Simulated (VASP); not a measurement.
Wanted: the native input for a VASP 6.6.1 run.

```
Task                   : relaxation of shape and atoms at fixed volume
Functional             : PBE
Dispersion             : D3(BJ)
Potentials or basis    : VASP PAW PBE potentials, release 64 (Be)
Cutoff                 : 600 eV
k mesh                 : 21 × 21 × 12
Occupations            : gaussian, width 0.1 eV
Spin                   : no spin polarisation
Dipole correction      : no
Further INCAR settings : ALGO = Normal; EDIFF = 1e-06; IBRION = 2; EDIFFG = -0.01; NSW = 50; ISIF = 4
```

The structure of Be lies in POSCAR:

```
Be
1.0
    2.1441699587      0.0000000000      0.0000000000
   -1.0720849793      1.8569056543      0.0000000000
    0.0000000000      0.0000000000      3.3965147324
Be
2
Direct
    0.3333333333      0.6666666667      0.2500000000
    0.6666666667      0.3333333333      0.7500000000
```

The input as run:

INCAR

```
SYSTEM = Be
PREC     = Accurate       ! precision mode
ENCUT    = 600            ! plane-wave cutoff, eV
EDIFF    = 1E-6           ! SCF threshold, eV
ISMEAR   = 0              ! smearing method
SIGMA    = 0.1            ! smearing width, eV
LREAL    = .False.        ! projectors in reciprocal space
LASPH    = .True.         ! aspherical terms in the spheres
NELM     = 80             ! most SCF steps
ALGO     = Normal         ! electronic algorithm
ISIF     = 4              ! what is computed and relaxed
LWAVE    = .False.        ! write WAVECAR
LCHARG   = .False.        ! write CHGCAR
GGA      = PE             ! functional
IVDW     = 12             ! dispersion correction
IBRION   = 2              ! ionic algorithm
NSW      = 50             ! ionic steps
EDIFFG   = -0.01          ! ionic threshold
```

KPOINTS

```
regular mesh
0
Gamma
  21 21 12
  0 0 0
```

Potentials or basis: VASP PAW PBE potentials, release 64 (Be).

The run is started by

```console
$ cat potpaw_PBE.64/Be/POTCAR > POTCAR
$ mpirun -np 1 vasp_std > vasp.out
```

Results of the run:

```json
{
 "Energy gained by relaxing": "0.0 meV/atom",
 "Ionic steps": "2",
 "Pressure after relaxing": "14.9 GPa",
 "Band gap on the k mesh": "zero (bands 2 and 3 overlap by 2.25 eV)",
 "Dispersion energy per atom": "-0.417 eV"
}
```

It took 11 s on 1 thread of Intel(R) Xeon(R) 6975P-C (Granite Rapids), on a shared host, peak memory 0.16 GiB.
